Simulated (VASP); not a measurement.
# SnO2 in VASP: single point with PBE

Aim: the single point of SnO2 with PBE.

Program: VASP 6.6.1. These are calculated values, not measurements. Logs are shortened: lines on timing, memory, paths and dates and some standing lists are left out, and cuts for length are marked.

### 1 The cell of the first run

The typed cell holds 6 atoms: a = 4.828 Å, b = 4.828 Å, c = 3.238 Å, α = 90.00°, β = 90.00°, γ = 90.00°.

### 2 Single point, PBE (atoms displaced along several vibrational modes)

INCAR

```
ALGO = Normal
EDIFF = 1E-7
ENCUT = 520
GGA = PE
ISIF = 2
ISMEAR = 0
LASPH = True
LCHARG = False
LREAL = False
LWAVE = False
NBANDS = 35
NELM = 60
PREC = Accurate
SIGMA = 0.05
```

KPOINTS

```
k-points
0
Gamma
  6 6 8
```

POSCAR

```
SnO2
1.0
    4.8277932898      0.0000000000      0.0000000000
    0.0000000000      4.8278069739      0.0000000000
    0.0000000000      0.0000000000      3.2379014683
Sn O
2 4
Direct
    0.4940854925      0.4923786679      0.5000000000
    0.0059244324     -0.0076290438      0.0000000000
    0.3198566886      0.2980274934      0.0000000000
    0.8670746736      0.2585501715      0.5000000000
    0.1801064910      0.7979967874      0.5000000000
    0.6328885059      0.7585808775      0.0000000000
```

Potentials or basis: VASP PAW PBE potentials, release 64 (Sn_d, O).

The run is started by

```sh
$ cat potpaw_PBE.64/Sn_d/POTCAR potpaw_PBE.64/O/POTCAR > POTCAR
$ mpirun -np 1 vasp_std > vasp.out
```

OUTCAR:

```text
EDIFF = 1E-7
   ENCUT = 520
   GGA = PE
   ISIF = 2
   ISMEAR = 0
   LASPH = True
   LREAL = False
   NELM = 60
   PREC = Accurate

 ion  position               nearest neighbor table
   1  0.494  0.492  0.500-   3 2.05   3 2.05   5 2.12   4 2.13   6 2.17   6 2.17   2 3.74   2 3.74
                             2 3.74   2 3.74
   2  0.006  0.992  0.000-   5 2.05   5 2.05   3 2.12   6 2.13   4 2.17   4 2.17   1 3.74   1 3.74
                             1 3.74   1 3.74
   3  0.320  0.298  0.000-   1 2.05   1 2.05   2 2.12
   4  0.867  0.259  0.500-   1 2.13   2 2.17   2 2.17
   5  0.180  0.798  0.500-   2 2.05   2 2.05   1 2.12
   6  0.633  0.759  0.000-   2 2.13   1 2.17   1 2.17

  LATTYP: Found a simple tetragonal cell.
 ALAT       =     4.8277932898
 C/A-ratio  =     0.6706793920

  Lattice vectors:

 A1 = (   4.8277932898,   0.0000000000,   0.0000000000)
 A2 = (   0.0000000000,   4.8278069739,   0.0000000000)
 A3 = (   0.0000000000,   0.0000000000,   3.2379014683)

Analysis of symmetry for initial positions (statically):
=====================================================================
 Subroutine PRICEL returns:
 Original cell was already a primitive cell.

 Routine SETGRP: Setting up the symmetry group for a
 simple tetragonal supercell.

 Subroutine GETGRP returns: Found  2 space group operations
 (whereof  2 operations were pure point group operations)
 out of a pool of 16 trial point group operations.

The static configuration has the point symmetry C_1h.

Analysis of symmetry for dynamics (positions and initial velocities):
=====================================================================
 Subroutine PRICEL returns:
 Original cell was already a primitive cell.

 Routine SETGRP: Setting up the symmetry group for a
 simple tetragonal supercell.

 Subroutine GETGRP returns: Found  2 space group operations
 (whereof  2 operations were pure point group operations)
 out of a pool of 16 trial point group operations.

The dynamic configuration has the point symmetry C_1h.

 Subroutine INISYM returns: Found  2 space group operations
 (whereof  2 operations are pure point group operations),
 and found     1 'primitive' translations

[... 100 lines left out ...]
   ENCUT  =  520.0 eV  38.22 Ry    6.18 a.u.   8.98  8.98  6.02*2*pi/ulx,y,z
   NELM   =     60;   NELMIN=  2; NELMDL= -5     # of ELM steps
   EDIFF  = 0.1E-06   stopping-criterion for ELM
   LREAL  =      F    real-space projection
   EDIFFG = 0.1E-05   stopping-criterion for IOM
   NSW    =      0    number of steps for IOM
   IBRION =     -1    ionic relax: 0-MD 1-quasi-New 2-CG
   NFREE  =      0    steps in history (QN), initial steepest desc. (CG)
   ISIF   =      2    stress and relaxation
   ISYM   =      2    0-nonsym 1-usesym 2-fastsym
   POTIM  = 0.5000    time-step for ionic-motion
   TEBEG  =    0.0;   TEEND  =   0.0 temperature during run
   PSTRESS=    0.0 pullay stress
   NELECT =      52.0000    total number of electrons
   NUPDOWN=      -1.0000    fix difference up-down
   EMIN   =  10.00;   EMAX   =-10.00  energy-range for DOS
   EFERMI =   0.00;   METHOD = LEGACY
   ISMEAR =     0;   SIGMA  =   0.05  broadening in eV -4-tet -1-fermi 0-gaus
   EFERMI_NEDOS =   21; number of points for ismear=-14 and -15
   IALGO  =     38    algorithm
   IMIX   =      4    mixing-type and parameters
     AMIX     =   0.40;   BMIX     =  1.00
     AMIX_MAG =   1.60;   BMIX_MAG =  1.00
  volume/ion in A,a.u.               =      12.58        84.88
  Fermi-wavevector in a.u.,A,eV,Ry     =   1.445956  2.732461 28.446926  2.090790
  Thomas-Fermi vector in A             =   2.564080
   LORBIT       =      0    0 simple, 1 ext, 2 COOP (PROOUT), +10 PAW based schemes
   GGA     = PE    functional components
   LHFCALC =     F    Hartree Fock is set to
   AEXX    =    0.0000 exact exchange contribution
   IVDW    =     0    specifies the selected vdW correction
   LEPSILON=     F    determine dielectric tensor
   LRPA    =     F    only Hartree local field effects (RPA)
 non-spin polarized calculation
 Gauss-broadening in eV      SIGMA  =   0.05
  energy-cutoff  :      520.00
  volume of cell :       75.47
 maximum number of plane-waves:      2068
   NGX = 17   NGY = 17   NGZ = 13

 number of electron      51.9999990 magnetization

 Free energy of the ion-electron system (eV)
  ---------------------------------------------------
  ext. energy  EPLUGINS =         0.00000000
  ---------------------------------------------------
  free energy    TOTEN  =       -36.88419879 eV

  energy without entropy =      -36.88419879  energy(sigma->0) =      -36.88419879

 E-fermi :   5.5230     XC(G=0): -11.0197

 val. band max:        5.3039610832   @ k =   0.0000   0.3333   0.0000
 cond. band min:       6.3485623134   @ k =   0.0000   0.0000   0.0000
 fundamental gap:      1.0446012303
 Fermi energy:         5.5229589187

 k-point     1 :       0.0000    0.0000    0.0000
  band No.  band energies     occupation
      1     -15.4314      2.00000
      2     -14.8547      2.00000
      3     -14.6637      2.00000
      4     -14.6306      2.00000
      5     -14.6250      2.00000
      6     -14.5841      2.00000
[... 901 lines left out ...]
     34      17.2072      0.00000
     35      17.8165      0.00000

 [... further k-points ...]

------------------------ aborting loop because EDIFF is reached ----------------------------------------

  FORCE on cell =-STRESS in cart. coord.  units (eV):
  Direction    XX          YY          ZZ          XY          YZ          ZX
  --------------------------------------------------------------------------------------
  -------------------------------------------------------------------------------------
  Total       -0.3899437     -1.9058447      0.1338348      0.0000844      0.0000000      0.0000000
  in kB       -8.2784733    -40.4609324      2.8413028      0.0017918      0.0000000      0.0000000
  external PRESSURE =     -15.2993676 kB  Pullay stress =       0.0000000 kB

 VOLUME and BASIS-vectors are now :
 -----------------------------------------------------------------------------
  energy-cutoff  :      520.00
  volume of cell :       75.47
      direct lattice vectors                 reciprocal lattice vectors
     4.827793290  0.000000000  0.000000000     0.207133972  0.000000000  0.000000000
     0.000000000  4.827806974  0.000000000     0.000000000  0.207133385  0.000000000
     0.000000000  0.000000000  3.237901468     0.000000000  0.000000000  0.308842011

 POSITION                                       TOTAL-FORCE (eV/Angst)
 -----------------------------------------------------------------------------------
      2.38534      2.37711      1.61895         0.897610      0.898496      0.000000
      0.02860      4.79098      0.00000        -0.898678      0.898840      0.000000
      1.54420      1.43882      0.00000         0.311283     -0.164914      0.000000
      4.18606      1.24823      1.61895        -0.828327     -0.733645      0.000000
      0.86952      3.85257      1.61895        -0.310971     -0.164631      0.000000
      3.05545      3.66228      0.00000         0.829082     -0.734146      0.000000
 -----------------------------------------------------------------------------------
    total drift:                                0.000016     -0.000278      0.000001

  FREE ENERGIE OF THE ION-ELECTRON SYSTEM (eV)
  ---------------------------------------------------
  free  energy   TOTEN  =       -36.8841987942 eV

  energy  without entropy=      -36.8841987942  energy(sigma->0) =      -36.88419879
```

OSZICAR:

```text
N       E                     dE             d eps       ncg     rms          rms(c)
DAV:   1     0.632697429309E+03    0.63270E+03   -0.25639E+04  7773   0.229E+03
DAV:   2     0.585256101678E+02   -0.57417E+03   -0.54189E+03  7579   0.608E+02
DAV:   3    -0.378633972999E+02   -0.96389E+02   -0.94213E+02  7671   0.207E+02
DAV:   4    -0.428457906138E+02   -0.49824E+01   -0.49448E+01  8777   0.509E+01
DAV:   5    -0.429766141289E+02   -0.13082E+00   -0.13068E+00  8684   0.877E+00    0.154E+01
DAV:   6    -0.368302657426E+02    0.61463E+01   -0.17916E+01 11282   0.668E+01    0.597E+00
DAV:   7    -0.369186212307E+02   -0.88355E-01   -0.20524E+00  7690   0.830E+00    0.313E+00
DAV:   8    -0.368897314295E+02    0.28890E-01   -0.18464E-01  9738   0.372E+00    0.815E-01
DAV:   9    -0.368830898708E+02    0.66416E-02   -0.25020E-02 11254   0.233E+00    0.133E-01
DAV:  10    -0.368839252725E+02   -0.83540E-03   -0.53890E-03  8636   0.450E-01    0.102E-01
DAV:  11    -0.368841947380E+02   -0.26947E-03   -0.37823E-04  9438   0.235E-01    0.261E-02
DAV:  12    -0.368841986440E+02   -0.39060E-05   -0.59889E-05  9389   0.682E-02    0.914E-03
DAV:  13    -0.368841992246E+02   -0.58063E-06   -0.16588E-05  9979   0.323E-02    0.525E-03
DAV:  14    -0.368841990451E+02    0.17952E-06   -0.12673E-06  9179   0.953E-03    0.220E-03
DAV:  15    -0.368841988918E+02    0.15332E-06   -0.41574E-07  7139   0.523E-03    0.571E-04
DAV:  16    -0.368841987942E+02    0.97594E-07   -0.53956E-08  6152   0.181E-03
   1 F= -.36884199E+02 E0= -.36884199E+02  d E =-.112281E-11
```

stdout:

```text
POSCAR found type information on POSCAR SnO
 POSCAR found :  2 types and       6 ions
 scaLAPACK will be used
 LDA part: xc-table for (Slater+PW92), standard interpolation
 POSCAR, INCAR and KPOINTS ok, starting setup
 FFT: planning ... GRIDC
 FFT: planning ... GRID_SOFT
 FFT: planning ... GRID
 WAVECAR not read
 entering main loop
```

It took 94 s on 1 thread of Intel Xeon 6975P-C (Granite Rapids), shared host; peak memory 0.32 GiB.

What came out:

```
Free energy            : -36.8842 eV
Pressure               : -1.5 GPa
Largest force          : 1.271 eV/Å
Band gap on the k mesh : 1.04 eV (least direct gap 1.17 eV)
```

Forces in eV/Å, atoms in the order of the input:
```
Sn   0.898  0.898  0.000
Sn  -0.899  0.899  0.000
O    0.311 -0.165  0.000
O   -0.828 -0.734  0.000
O   -0.311 -0.165  0.000
O    0.829 -0.734  0.000
```

Levels at points of the mesh, in eV from the valence-band top:
| k point | band 24 | band 25 | band 26 | band 27 | band 28 | band 29 |
| --- | --- | --- | --- | --- | --- | --- |
| (0.00, 0.00, 0.00) | -0.58 | -0.21 | -0.12 | 1.04 | 5.05 | 6.51 |
| (0.50, 0.00, 0.00) | -0.57 | -0.54 | -0.42 | 4.02 | 4.20 | 7.37 |
| (0.00, 0.50, 0.00) | -0.77 | -0.03 | -0.03 | 3.66 | 3.66 | 6.44 |
| (0.50, 0.50, 0.00) | -0.93 | -0.51 | -0.51 | 4.38 | 4.38 | 7.14 |
| (0.00, 0.00, 0.50) | -1.34 | -0.64 | -0.64 | 5.43 | 5.43 | 9.04 |
| (0.50, 0.00, 0.50) | -0.83 | -0.32 | -0.32 | 5.47 | 5.47 | 7.30 |
| (0.00, 0.50, 0.50) | -0.90 | -0.41 | -0.41 | 5.68 | 5.68 | 7.97 |
| (0.50, 0.50, 0.50) | -0.73 | -0.33 | -0.33 | 4.31 | 4.31 | 8.60 |

Caveat: the cell differs from its parent crystal (atoms displaced along several vibrational modes); spin-orbit coupling is left out, which moves the levels of the heavy elements; forces of over 1 eV/Å act on the atoms, so gaps and moduli don't describe the material at rest.
